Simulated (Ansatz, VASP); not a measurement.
# One calculation of InSe2, two programs

```
In Se
1.0
     3.89489    0.00000    0.00000
     0.00000    3.89489    0.00000
     0.00000    0.00000    9.62623
In Se
2 4
Cartesian
  0.0000 1.9474 6.8006
  1.9474 0.0000 2.8256
  0.0000 1.9474 3.5252
  1.9474 0.0000 6.1010
  0.0000 0.0000 0.0000
  1.9474 1.9474 0.0000
```

Alike in both runs: task relaxation of cell and atoms; functional PBE; k mesh 2 × 2 × 1; occupations gaussian, width 0.1 eV; no spin polarisation.

|  | VASP | Ansatz |
| --- | --- | --- |
| version | VASP 6.6.1 | Ansatz 0.2.0 |
| potentials or method | VASP PAW PBE potentials, release 64 (In_d, Se), cutoff 600 eV | scalar-relativistic, plane waves, PAW |
| valence electrons in the cell | 50 | 90 |

|  | VASP | Ansatz | Ansatz less VASP |
| --- | --- | --- | --- |
| gap on the k mesh at the Fermi level, each at its own relaxed structure (eV) | none | none | - |
| relaxed volume (Å³/atom) | 23.53 | 23.53 | +0.006 |
| relaxed cell length with the largest relative difference (Å) | 4.045 | 4.046 | +0.0004 |

A gap of «none» marks a metal or a gap that the smearing closes. VASP's potentials hold 50 valence electrons a cell and Ansatz's 90, so a difference there can come from the potentials and not from the codes.

The k mesh is coarse, so the values compare programs but aren't converged.
